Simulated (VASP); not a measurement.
Input of a VASP 6.6.1 run:

INCAR

```
SYSTEM = Rb
PREC = Accurate
ENCUT = 520
EDIFF = 1E-6
ISMEAR = -1
SIGMA = 0.1
LREAL = .FALSE.
LASPH = .TRUE.
NELM = 80
ALGO = Normal
ISIF = 2
LWAVE = .FALSE.
LCHARG = .FALSE.
GGA = B5
ALDAX = 1.0
AGGAX = 1.0
AGGAC = 1.0
ALDAC = 0.0
NBANDS = 16
```

KPOINTS

```
regular mesh
0
G
  12 12 6
  0 0 0
```

File POSCAR:

```
Rb
1.0
    5.1198523007      0.0000000000      0.0000000000
   -2.5599261503      4.4339221560      0.0000000000
    0.0000000000      0.0000000000      8.4294387182
Rb
2
Direct
    0.3333333333      0.6666666667      0.2500000000
    0.6666666667      0.3333333333      0.7500000000
```

Potentials or basis: VASP PAW PBE potentials, release 64 (Rb_sv).

Launch:

```sh
$ cat potpaw_PBE.64/Rb_sv/POTCAR > POTCAR
$ mpirun -np 1 vasp_std > vasp.out
```

Question: Predict the band gap on the k mesh.

Answer: Zero (band 9 reaches 1.48 eV, above the bottom of band 10 at -0.94 eV).

Question: Estimate the pressure.

Answer: 0.0 GPa.

Caveat: the PAW data sets were made with another functional, which shifts forces and pressure a little.
